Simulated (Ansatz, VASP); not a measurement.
**AlCu in VASP and in Ansatz**

```
CELL_PARAMETERS angstrom
2.83350 0.00000 0.00000
0.00000 2.83350 0.00000
0.00000 0.00000 2.83350
ATOMIC_POSITIONS crystal
Al 0.00000 0.00000 0.00000
Cu 0.50000 0.50000 0.50000
```

Alike in both runs: task single point; functional r2SCAN; k mesh 14 × 14 × 14; occupations gaussian, width 0.1 eV; no spin polarisation.

|  | VASP | Ansatz |
| --- | --- | --- |
| version | VASP 6.6.1 | Ansatz 0.2.0 |
| potentials or method | VASP PAW PBE potentials, release 64 (Al, Cu), cutoff 520 eV | scalar-relativistic, plane waves, PAW |
| valence electrons in the cell | 14 | 22 |

Ansatz gave:

```
gap on the k mesh at the Fermi level (eV) : none
pressure (GPa)                            : 22.7
```

What did VASP give for the same quantities?

gap on the k mesh at the Fermi level (eV): none; pressure (GPa): 22.5.

VASP's potentials were made for PBE, not for r2SCAN. A gap of «none» marks a metal or a gap that the smearing closes. The functional is the same, so the differences come from potentials, cutoffs and numerics. VASP's potentials hold 14 valence electrons a cell and Ansatz's 22, so a difference there can come from the potentials and not from the codes.
